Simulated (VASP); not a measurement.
# SrO (P6/mmm) in VASP: a series of runs, part 2 of 3

VASP 6.6.1.

### 3 Relaxation of cell and atoms, PBE

This run uses another cell than the first one, of 24.41 Å³/atom, 1.005 times its volume.

Input file INCAR:

```
SYSTEM = SrO
  PREC = Accurate
  ENCUT = 600
  EDIFF = 1E-7
  ISMEAR = 0
  SIGMA = 0.1
  LREAL = .False.
  LASPH = .True.
  NELM = 100
  ALGO = Normal
  ISIF = 3
  LWAVE = .False.
  LCHARG = .False.
  GGA = PE
  IBRION = 2
  NSW = 90
  EDIFFG = -0.04
```

Input file KPOINTS:

```
regular mesh
0
Gamma
  6 6 4
  0 0 0
```

Input file POSCAR:

```
SrO
1.0
    3.9412472974      0.0000000000      0.0000000000
   -1.9706236487      3.4132202822      0.0000000000
    0.0000000000      0.0000000000      7.2577164436
Sr O
2 2
Direct
    0.0000000000      0.0000000000      0.8064860410
    0.0000000000      0.0000000000      0.1935139590
    0.3333333333      0.6666666667      0.0000000000
    0.6666666667      0.3333333333      0.0000000000
```

Potentials or basis: VASP PAW PBE potentials, release 64 (Sr_sv, O).

Command:

```bash
$ cat potpaw_PBE.64/Sr_sv/POTCAR potpaw_PBE.64/O/POTCAR > POTCAR
$ mpirun -np 1 vasp_std > vasp.out
```

OUTCAR:

```text
SYSTEM = SrO
   PREC = Accurate
   ENCUT = 600
   EDIFF = 1E-7
   ISMEAR = 0
   LREAL = .False.
   LASPH = .True.
   NELM = 100
   ISIF = 3
   GGA = PE
   IBRION = 2
   NSW = 90
   EDIFFG = -0.04

 ion  position               nearest neighbor table
   1  0.000  0.000  0.806-   3 2.67   4 2.67   4 2.67   3 2.67   4 2.67   3 2.67   2 2.81   2 4.45
                             2 4.84   2 4.84   2 4.84   2 4.84   2 4.84   2 4.84
   2  0.000  0.000  0.194-   3 2.67   4 2.67   4 2.67   3 2.67   4 2.67   3 2.67   1 2.81   1 4.45
                             1 4.84   1 4.84   1 4.84   1 4.84   1 4.84   1 4.84
   3  0.333  0.667  0.000-   1 2.67   2 2.67   1 2.67   2 2.67   1 2.67   2 2.67
   4  0.667  0.333  0.000-   1 2.67   2 2.67   1 2.67   2 2.67   1 2.67   2 2.67

  LATTYP: Found a hexagonal cell.
 ALAT       =     3.9412472974
 C/A-ratio  =     1.8414770493

  Lattice vectors:

 A1 = (   3.9412472974,   0.0000000000,   0.0000000000)
 A2 = (  -1.9706236487,   3.4132202822,   0.0000000000)
 A3 = (   0.0000000000,   0.0000000000,   7.2577164436)

Analysis of symmetry for initial positions (statically):
[... 225 lines left out ...]
 val. band max:        1.9538745765   @ k =   0.3333   0.0000   0.5000
 cond. band min:       2.1855620865   @ k =   0.5000   0.0000   0.0000
 fundamental gap:      0.2316875100
 Fermi energy:         1.9734937247

 k-point     1 :       0.0000    0.0000    0.0000
  band No.  band energies     occupation
      1     -33.3354      2.00000
      2     -33.0810      2.00000
      3     -17.0854      2.00000
      4     -15.1179      2.00000
      5     -15.1179      2.00000
      6     -14.8816      2.00000
[... 472 lines left out ...]
     19       4.7499      0.00000
     20       5.2487      0.00000

------------------------ aborting loop because EDIFF is reached ----------------------------------------

  FORCE on cell =-STRESS in cart. coord.  units (eV):
  Direction    XX          YY          ZZ          XY          YZ          ZX
  --------------------------------------------------------------------------------------
  -------------------------------------------------------------------------------------
  Total       -0.0298628     -0.0298628     -0.1064768      0.0000000      0.0000000      0.0000000
  in kB       -0.4884538     -0.4884538     -1.7416001      0.0000000      0.0000000      0.0000000
  external PRESSURE =      -0.9061692 kB  Pullay stress =       0.0000000 kB

 VOLUME and BASIS-vectors are now :
 -----------------------------------------------------------------------------
  energy-cutoff  :      600.00
  volume of cell :       97.95
      direct lattice vectors                 reciprocal lattice vectors
     3.947442984  0.000000000  0.000000000     0.253328548  0.146259305  0.000000000
    -1.973721492  3.418585904  0.000000000     0.000000000  0.292518611  0.000000000
     0.000000000 -0.000000000  7.258635005     0.000000000 -0.000000000  0.137766949

 POSITION                                       TOTAL-FORCE (eV/Angst)
 -----------------------------------------------------------------------------------
      1.97372      3.41859      5.85085        -0.000000      0.000000     -0.017150
      3.94744     -0.00000      1.40778        -0.000000     -0.000000      0.017150
     -0.00000      2.27906      7.25864         0.000000     -0.000000      0.000000
      1.97372      1.13953      7.25864        -0.000000      0.000000     -0.000000
 -----------------------------------------------------------------------------------
    total drift:                                0.000000     -0.000000     -0.000000

  FREE ENERGIE OF THE ION-ELECTRON SYSTEM (eV)
  ---------------------------------------------------
  free  energy   TOTEN  =       -18.3718804515 eV

  energy  without entropy=      -18.3598912616  energy(sigma->0) =      -18.36588586

 reached required accuracy - stopping structural energy minimisation
```

CONTCAR:

```text
SrO
   1.00000000000000
     3.9474429835523486    0.0000000000000000    0.0000000000000000
    -1.9737214917761743    3.4185859038020685    0.0000000000000000
     0.0000000000000000   -0.0000000000000000    7.2586350050804143
  Sr              O
     2     2
Direct
     1.0000000000000000    1.0000000000000000    0.8060538376848095
     1.0000000000000000    0.0000000000000000    0.1939461623151904
     0.3333333332999970    0.6666666667000030    1.0000000000000000
     0.6666666667000030    0.3333333332999970    1.0000000000000000

  0.00000000E+00  0.00000000E+00  0.00000000E+00
  0.00000000E+00  0.00000000E+00  0.00000000E+00
  0.00000000E+00  0.00000000E+00  0.00000000E+00
  0.00000000E+00  0.00000000E+00  0.00000000E+00
```

It took 44 s on 1 thread of Intel Xeon 6975P-C (Granite Rapids), shared host; peak memory 0.26 GiB.

Results:

* Free energy: -18.3719 eV
* Relaxed volume: 24.49 Å³/atom
* Relaxed cell: a = 3.947 Å, b = 3.947 Å, c = 7.259 Å, α = 90.00°, β = 90.00°, γ = 120.00°
* Space group after relaxing (to 0.05 Å): P6/mmm (No. 191)
* Energy gained by relaxing: 0.1 meV/atom
* Ionic steps: 2
* Pressure after relaxing: -0.1 GPa
* Largest force after relaxing: 0.017 eV/Å
* Band gap on the k mesh: zero (band 16 reaches 2.85 eV, above the bottom of band 17 at 1.09 eV)

Forces in eV/Å, atoms in the order of the input:
```
Sr   0.000  0.000 -0.017
Sr   0.000  0.000  0.017
O    0.000  0.000  0.000
O    0.000  0.000  0.000
```

Stress tensor (GPa, compression positive):
```
-0.05  0.00  0.00
 0.00 -0.05  0.00
 0.00  0.00 -0.17
```

Step by step:
```csv
step,energy change (eV),largest force (eV/Å),pressure (GPa),volume (Å³)
1,0.0000,0.0650,0.15,97.63
2,-0.0004,0.0171,-0.09,97.95
```

Final structure:
```yaml
crystal:
  lattice:
    - [3.94744, 0.00000, 0.00000]
    - [-1.97372, 3.41859, 0.00000]
    - [0.00000, 0.00000, 7.25864]
  atoms:
    - { symbol: Sr, position: [0.00000, 0.00000, 0.80605] }
    - { symbol: Sr, position: [0.00000, 0.00000, 0.19395] }
    - { symbol: O, position: [0.33333, 0.66667, 0.00000] }
    - { symbol: O, position: [0.66667, 0.33333, 0.00000] }
```

Levels at points of the mesh, in eV from the Fermi level:
| k point | band 14 | band 15 | band 16 | band 17 | band 18 | band 19 | band 20 |
| --- | --- | --- | --- | --- | --- | --- | --- |
| (0.00, 0.00, 0.00) | -1.61 | -1.08 | -0.88 | -0.88 | 2.08 | 2.96 | 4.52 |
| (0.50, 0.00, 0.00) | -2.44 | -0.70 | 0.21 | 0.77 | 1.19 | 2.72 | 3.66 |
| (0.00, 0.00, 0.50) | -1.08 | -0.89 | -0.87 | -0.87 | 1.19 | 3.64 | 4.37 |
| (0.50, 0.00, 0.50) | -2.45 | -0.66 | 0.21 | 0.93 | 1.76 | 2.96 | 3.00 |

(Part 2 of 3 ends here.)
